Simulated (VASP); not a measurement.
Here is a VASP 6.6.1 calculation.

The input INCAR:

```
ALGO = Normal
EDIFF = 1E-6
ENCUT = 520
GGA = PS
ISIF = 2
ISMEAR = 0
LASPH = True
LCHARG = False
LREAL = False
LWAVE = False
NBANDS = 14
NELM = 80
PREC = Accurate
SIGMA = 0.05
```

The input KPOINTS:

```
k-points
0
Gamma
  8 8 8
```

Contents of POSCAR:

```
NaF
1.0
    0.0000000000      2.2884505000      2.3581495000
    2.2884505000      0.0000000000      2.3581495000
    2.2884505000      2.2884505000      0.0000000000
Na F
1 1
Direct
    0.0000000000      0.0000000000      0.0000000000
    0.5000000000      0.5000000000      0.5000000000
```

Potentials or basis: VASP PAW PBE potentials, release 64 (Na_pv, F).

Command:

```sh
$ cat potpaw_PBE.64/Na_pv/POTCAR potpaw_PBE.64/F/POTCAR > POTCAR
$ mpirun -np 1 vasp_std > vasp.out
```

(1) Estimate the band gap on the k mesh.

(2) What does it give for the pressure?

Results:

(1) 6.20 eV.

(2) 0.2 GPa.

Caveat: the cell differs from its parent crystal (strain -0.015 along x and y, +0.015 along z); the PAW data sets were made with another functional, which shifts forces and pressure a little.
